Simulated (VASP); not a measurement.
# PtS2 (P3m1) in VASP: further runs

PtS2 is run at these levels: PBE; tasks: single point.

All numbers are computed with VASP 6.6.1; they aren't measurements. Logs are shortened: lines on timing, memory, paths and dates and some standing lists are left out, and cuts for length are marked.

**1. The cell of the first run**

The structure is trigonal, space group P3m1 (No. 156). The conventional cell has a = 3.543 Å, b = 3.543 Å, c = 5.039 Å, α = 90.00°, β = 90.00°, γ = 120.00°. Pt (site symmetry 3m) has 6 S at 2.26 to 2.40 Å within 3.0 Å. S (site symmetry 3m) has 3 Pt at 2.26 Å and 3 S at 3.02 Å within 3.1 Å. S (site symmetry 3m) has 3 Pt at 2.40 Å and 3 S at 3.02 Å within 3.2 Å.

**2. Single point, PBE (atom 2 (S) moved by (+0.000, -0.300) A along [1 1 0] and z)**

File INCAR:

```
SYSTEM = PtS2
PREC = Accurate ; ENCUT = 520
EDIFF = 1E-6 ; ISMEAR = 0
SIGMA = 0.05 ; LREAL = .FALSE.
LASPH = .TRUE. ; NELM = 80
ALGO = Normal ; ISIF = 2
LWAVE = .FALSE. ; LCHARG = .FALSE.
GGA = PE ; NBANDS = 18
```

File KPOINTS:

```
Automatic mesh
0
G
  12 12 8
  0 0 0
```

File POSCAR:

```
PtS2
1.0
    3.5431994758      0.0000000000      0.0000000000
   -1.7715997379      3.0685007567      0.0000000000
    0.0000000000      0.0000000000      5.0388000000
Pt S
1 2
Direct
    0.0000000000      0.0000000000      0.0000000000
    0.3333333333      0.6666666667      0.1904620148
    0.6666666667      0.3333333333      0.7500000000
```

Potentials or basis: VASP PAW PBE potentials, release 64 (Pt, S).

Started as:

```console
$ cat potpaw_PBE.64/Pt/POTCAR potpaw_PBE.64/S/POTCAR > POTCAR
$ mpirun -np 1 vasp_std > vasp.out
```

OUTCAR:

```text
SYSTEM = PtS2
   PREC = Accurate
   ENCUT = 520
   EDIFF = 1E-6
   ISMEAR = 0
   LREAL = .FALSE.
   LASPH = .TRUE.
   NELM = 80
   ISIF = 2
   GGA = PE

 ion  position               nearest neighbor table
   1  0.000  0.000  0.000-   2 2.26   2 2.26   2 2.26   3 2.40   3 2.40   3 2.40
   2  0.333  0.667  0.190-   1 2.26   1 2.26   1 2.26
   3  0.667  0.333  0.750-   1 2.40   1 2.40   1 2.40

  LATTYP: Found a hexagonal cell.
 ALAT       =     3.5431994758
 C/A-ratio  =     1.4221045229

  Lattice vectors:

 A1 = (   3.5431994758,   0.0000000000,   0.0000000000)
 A2 = (  -1.7715997379,   3.0685007567,   0.0000000000)
 A3 = (   0.0000000000,   0.0000000000,   5.0388000000)

Analysis of symmetry for initial positions (statically):
=====================================================================
 Subroutine PRICEL returns:
 Original cell was already a primitive cell.

 Routine SETGRP: Setting up the symmetry group for a
 hexagonal supercell.

 Subroutine GETGRP returns: Found  6 space group operations
 (whereof  6 operations were pure point group operations)
 out of a pool of 24 trial point group operations.

The static configuration has the point symmetry C_3v.

Analysis of symmetry for dynamics (positions and initial velocities):
=====================================================================
 Subroutine PRICEL returns:
 Original cell was already a primitive cell.

 Routine SETGRP: Setting up the symmetry group for a
 hexagonal supercell.

 Subroutine GETGRP returns: Found  6 space group operations
 (whereof  6 operations were pure point group operations)
 out of a pool of 24 trial point group operations.

The dynamic configuration has the point symmetry C_3v.

 Subroutine INISYM returns: Found  6 space group operations
 (whereof  6 operations are pure point group operations),
 and found     1 'primitive' translations

----------------------------------------------------------------------------------------

                                     Primitive cell

  volume of cell :      54.7834

  direct lattice vectors                    reciprocal lattice vectors
     3.543199476  0.000000000  0.000000000     0.282230794  0.162946025  0.000000000
    -1.771599738  3.068500757  0.000000000     0.000000000  0.325892049  0.000000000
     0.000000000  0.000000000  5.038800000     0.000000000  0.000000000  0.198459951

  length of vectors
     3.543199476  3.543199476  5.038800000     0.325892049  0.325892049  0.198459951

  position of ions in fractional coordinates (direct lattice)
     0.000000000  0.000000000  0.000000000
     0.333333333  0.666666667  0.190462015
     0.666666667  0.333333333  0.750000000

  ion indices of the primitive-cell ions
   primitive index   ion index
                 1           1
                 2           2
                 3           3

----------------------------------------------------------------------------------------

 KPOINTS: Automatic mesh

Automatic generation of k-mesh.
 Grid dimensions read from file:
 generate k-points for:   12   12    8

 Generating k-lattice:

  Cartesian coordinates                     Fractional coordinates (reciprocal lattice)
     0.023519233  0.013578835  0.000000000     0.083333333  0.000000000  0.000000000
     0.000000000  0.027157671  0.000000000     0.000000000  0.083333333  0.000000000
     0.000000000  0.000000000  0.024807494     0.000000000  0.000000000  0.125000000

  Length of vectors
     0.027157671  0.027157671  0.024807494

  Shift w.r.t. Gamma in fractional coordinates (k-lattice)
     0.000000000  0.000000000  0.000000000

 Subroutine IBZKPT returns following result:
 ===========================================

 Found    131 irreducible k-points:

 Following reciprocal coordinates:
            Coordinates               Weight
  0.000000  0.000000  0.000000      1.000000
  0.083333  0.000000  0.000000      6.000000
  0.166667  0.000000  0.000000      6.000000
  0.250000 -0.000000  0.000000      6.000000
  0.333333 -0.000000  0.000000      6.000000
  0.416667 -0.000000  0.000000      6.000000
[... 16 lines left out ...]
  0.166667  0.000000  0.125000      6.000000
  0.000000  0.166667  0.125000      6.000000
 [... further k-points ...]
   k-points           NKPTS =    131   k-points in BZ     NKDIM =    131   number of bands    NBANDS=     18
   number of dos      NEDOS =    301   number of ions     NIONS =      3
   total plane-waves  NPLWV =  31360
   dimension x,y,z NGX =    28 NGY =   28 NGZ =   40
   dimension x,y,z NGXF=    56 NGYF=   56 NGZF=   80
   ions per type =               1   2
   NGX,Y,Z   is equivalent  to a cutoff of  13.14, 13.14, 13.20 a.u.
   NGXF,Y,Z  is equivalent  to a cutoff of  26.28, 26.28, 26.39 a.u.
 SYSTEM =  PtS2
   PREC   = accura    normal or accurate (medium, high low for compatibility)
   ISTART =      0    job   : 0-new  1-cont  2-samecut
   ICHARG =      2    charge: 1-file 2-atom 10-const
   ISPIN  =      1    spin polarized calculation?
   LNONCOLLINEAR =      F non collinear calculations
   LSORBIT =      F    spin-orbit coupling
   LASPH  =      T    aspherical Exc in radial PAW
   ENCUT  =  520.0 eV  38.22 Ry    6.18 a.u.   6.59  6.59  9.37*2*pi/ulx,y,z
   NELM   =     80;   NELMIN=  2; NELMDL= -5     # of ELM steps
   EDIFF  = 0.1E-05   stopping-criterion for ELM
   LREAL  =      F    real-space projection
   EDIFFG = 0.1E-04   stopping-criterion for IOM
   NSW    =      0    number of steps for IOM
   IBRION =     -1    ionic relax: 0-MD 1-quasi-New 2-CG
   NFREE  =      0    steps in history (QN), initial steepest desc. (CG)
   ISIF   =      2    stress and relaxation
   ISYM   =      2    0-nonsym 1-usesym 2-fastsym
   POTIM  = 0.5000    time-step for ionic-motion
   TEBEG  =    0.0;   TEEND  =   0.0 temperature during run
   PSTRESS=    0.0 pullay stress
   NELECT =      22.0000    total number of electrons
   NUPDOWN=      -1.0000    fix difference up-down
   EMIN   =  10.00;   EMAX   =-10.00  energy-range for DOS
   EFERMI =   0.00;   METHOD = LEGACY
   ISMEAR =     0;   SIGMA  =   0.05  broadening in eV -4-tet -1-fermi 0-gaus
   EFERMI_NEDOS =   21; number of points for ismear=-14 and -15
   IALGO  =     38    algorithm
   IMIX   =      4    mixing-type and parameters
     AMIX     =   0.40;   BMIX     =  1.00
     AMIX_MAG =   1.60;   BMIX_MAG =  1.00
  volume/ion in A,a.u.               =      18.26       123.23
  Fermi-wavevector in a.u.,A,eV,Ry     =   1.207812  2.282434 19.848319  1.458810
  Thomas-Fermi vector in A             =   2.343439
   LORBIT       =      0    0 simple, 1 ext, 2 COOP (PROOUT), +10 PAW based schemes
   GGA     = PE    functional components
   LHFCALC =     F    Hartree Fock is set to
   AEXX    =    0.0000 exact exchange contribution
   IVDW    =     0    specifies the selected vdW correction
   LEPSILON=     F    determine dielectric tensor
   LRPA    =     F    only Hartree local field effects (RPA)
 non-spin polarized calculation
 Gauss-broadening in eV      SIGMA  =   0.05
  energy-cutoff  :      520.00
  volume of cell :       54.78
 maximum number of plane-waves:      1507
 NGX is ok and might be reduce to    28
   NGX = 13   NGY = 13   NGZ = 19

 number of electron      22.0000000 magnetization

 Free energy of the ion-electron system (eV)
  ---------------------------------------------------
  ext. energy  EPLUGINS =         0.00000000
  ---------------------------------------------------
  free energy    TOTEN  =       -14.92596343 eV

  energy without entropy =      -14.92596343  energy(sigma->0) =      -14.92596343

 E-fermi :   7.1378     XC(G=0): -10.5436

 val. band max:        6.9153291736   @ k =   0.0000   0.1667   0.1250
 cond. band min:       7.5255146957   @ k =   0.3333   0.3333   0.0000
 fundamental gap:      0.6101855220
 Fermi energy:         7.1378186511

 k-point     1 :       0.0000    0.0000    0.0000
  band No.  band energies     occupation
      1      -9.0285      2.00000
      2      -5.5694      2.00000
      3      -0.6350      2.00000
      4      -0.6350      2.00000
      5      -0.1271      2.00000
      6       2.6454      2.00000
[... 10 lines left out ...]
     17      14.6120      0.00000
     18      18.2843      0.00000

 k-point     2 :       0.0833    0.0000    0.0000
  band No.  band energies     occupation
      1      -8.9337      2.00000
      2      -5.6351      2.00000
      3      -0.5679      2.00000
      4      -0.5661      2.00000
      5      -0.0262      2.00000
      6       2.5279      2.00000
[... 10 lines left out ...]
     17      14.9270      0.00000
     18      18.0110      0.00000

 k-point     3 :       0.1667    0.0000    0.0000
  band No.  band energies     occupation
      1      -8.6601      2.00000
      2      -5.8060      2.00000
      3      -0.3838      2.00000
      4      -0.3729      2.00000
      5       0.2495      2.00000
      6       2.1624      2.00000
[... 10 lines left out ...]
     17      15.6834      0.00000
     18      16.9740      0.00000

 k-point     4 :       0.2500   -0.0000    0.0000
  band No.  band energies     occupation
      1      -8.2430      2.00000
      2      -6.0233      2.00000
      3      -0.1874      2.00000
      4      -0.1012      2.00000
      5       0.6441      2.00000
      6       1.6145      2.00000
[... 10 lines left out ...]
     17      16.0385      0.00000
     18      16.0816      0.00000

 k-point     5 :       0.3333   -0.0000    0.0000
  band No.  band energies     occupation
      1      -7.7547      2.00000
      2      -6.2272      2.00000
      3      -0.3131      2.00000
      4       0.1632      2.00000
      5       1.0613      2.00000
      6       1.4032      2.00000
[... 10 lines left out ...]
     17      15.6727      0.00000
     18      16.2508      0.00000

 k-point     6 :       0.4167   -0.0000    0.0000
  band No.  band energies     occupation
      1      -7.3254      2.00000
      2      -6.3748      2.00000
      3      -0.7685      2.00000
      4       0.3299      2.00000
      5       1.3395      2.00000
      6       1.8327      2.00000
[... 10 lines left out ...]
     17      15.3269      0.00000
     18      17.1860      0.00000

 k-point     7 :       0.5000   -0.0000    0.0000
  band No.  band energies     occupation
      1      -7.1430      2.00000
      2      -6.4326      2.00000
      3      -0.9951      2.00000
      4       0.3804      2.00000
      5       1.4680      2.00000
      6       2.1712      2.00000
[... 10 lines left out ...]
     17      15.2883      0.00000
     18      17.5772      0.00000

 k-point     8 :       0.0833    0.0833    0.0000
  band No.  band energies     occupation
      1      -8.7494      2.00000
      2      -5.7529      2.00000
      3      -0.4416      2.00000
      4      -0.4335      2.00000
      5       0.1596      2.00000
      6       2.3539      2.00000
[... 10 lines left out ...]
     17      15.5875      0.00000
     18      17.2273      0.00000
[... 229 lines left out ...]
     17      16.3972      0.00000
     18      17.5120      0.00000

 k-point    20 :       0.0000    0.0000    0.1250
  band No.  band energies     occupation
      1      -8.9989      2.00000
      2      -5.6614      2.00000
      3      -0.6326      2.00000
      4      -0.6326      2.00000
      5       0.0270      2.00000
      6       2.6418      2.00000
[... 10 lines left out ...]
     17      14.5729      0.00000
     18      17.9658      0.00000

 k-point    21 :       0.0833    0.0000    0.1250
  band No.  band energies     occupation
      1      -8.9041      2.00000
      2      -5.7207      2.00000
      3      -0.5865      2.00000
      4      -0.5597      2.00000
      5       0.1321      2.00000
      6       2.5305      2.00000
[... 10 lines left out ...]
     17      14.7445      0.00000
     18      17.4856      0.00000

 k-point    22 :       0.0000    0.0833    0.1250
  band No.  band energies     occupation
      1      -8.9046      2.00000
      2      -5.7185      2.00000
      3      -0.5919      2.00000
      4      -0.5681      2.00000
      5       0.1425      2.00000
      6       2.5151      2.00000
[... 10 lines left out ...]
     17      15.0408      0.00000
     18      17.6319      0.00000

 k-point    23 :       0.1667    0.0000    0.1250
  band No.  band energies     occupation
      1      -8.6295      2.00000
      2      -5.8801      2.00000
      3      -0.4142      2.00000
      4      -0.3625      2.00000
      5       0.3810      2.00000
      6       2.1924      2.00000
[... 10 lines left out ...]
     17      15.3979      0.00000
     18      16.7585      0.00000

 k-point    24 :       0.0000    0.1667    0.1250
  band No.  band energies     occupation
      1      -8.6333      2.00000
      2      -5.8649      2.00000
      3      -0.4857      2.00000
      4      -0.3804      2.00000
      5       0.4568      2.00000
      6       2.1169      2.00000
[... 10 lines left out ...]
     17      15.9522      0.00000
     18      16.5171      0.00000

 [... further k-points ...]
[... 5 lines left out ...]
  --------------------------------------------------------------------------------------
  -------------------------------------------------------------------------------------
  Total        5.6110587      5.6110587      4.1667446      0.0000000     -0.0000000      0.0000000
  in kB      164.0991904    164.0991904    121.8592505      0.0000000     -0.0000000      0.0000000
  external PRESSURE =     150.0192104 kB  Pullay stress =       0.0000000 kB

 VOLUME and BASIS-vectors are now :
 -----------------------------------------------------------------------------
  energy-cutoff  :      520.00
  volume of cell :       54.78
      direct lattice vectors                 reciprocal lattice vectors
     3.543199476  0.000000000  0.000000000     0.282230794  0.162946025  0.000000000
    -1.771599738  3.068500757  0.000000000     0.000000000  0.325892049  0.000000000
     0.000000000  0.000000000  5.038800000     0.000000000  0.000000000  0.198459951

 POSITION                                       TOTAL-FORCE (eV/Angst)
 -----------------------------------------------------------------------------------
      0.00000      0.00000      0.00000         0.000000      0.000000     -3.248494
     -0.00000      2.04567      0.95970        -0.000000     -0.000000      3.469761
      1.77160      1.02283      3.77910        -0.000000      0.000000     -0.221266
 -----------------------------------------------------------------------------------
    total drift:                               -0.000000     -0.000000      0.000346

  FREE ENERGIE OF THE ION-ELECTRON SYSTEM (eV)
  ---------------------------------------------------
  free  energy   TOTEN  =       -14.9259634343 eV

  energy  without entropy=      -14.9259634343  energy(sigma->0) =      -14.92596343
```

Run time: 53 s. Hardware: 1 thread of AMD EPYC 9R45 (Zen 5), shared host; peak memory 0.24 GiB.

What came out:

| Property | Result |
| --- | --- |
| Free energy | -14.9260 eV |
| Pressure | 15.0 GPa |
| Largest force | 3.470 eV/Å |
| Band gap on the k mesh | 0.61 eV (least direct gap 0.87 eV) |

Forces in eV/Å, atoms in the order of the input:
```
Pt   0.000  0.000 -3.248
S    0.000  0.000  3.470
S    0.000  0.000 -0.221
```

Levels at points of the mesh, in eV from the valence-band top:
```csv
k point,band 8,band 9,band 10,band 11,band 12,band 13,band 14,band 15
"(0.00, 0.00, 0.00)",-1.99,-1.28,-1.28,-0.28,2.48,2.48,4.63,5.79
"(0.50, 0.00, 0.00)",-3.61,-3.45,-3.18,-2.17,1.55,2.63,5.32,6.51
"(0.00, 0.00, 0.50)",-2.64,-1.43,-1.43,-0.96,2.90,2.90,5.21,7.34
"(0.50, 0.00, 0.50)",-3.63,-3.26,-2.97,-1.32,1.98,2.01,5.27,5.58
```

Caveat: the cell differs from its parent crystal (atom 2 (S) moved by (+0.000, -0.300) A along [1 1 0] and z); the cell stands under pressure; spin-orbit coupling is left out, which moves the levels of the heavy elements; forces of over 1 eV/Å act on the atoms, so gaps and moduli don't describe the material at rest. A k mesh can miss the band edges.

(Continued in part 2 of 2.)

The gap in the log of VASP goes by the Fermi energy; the results here count the filled bands.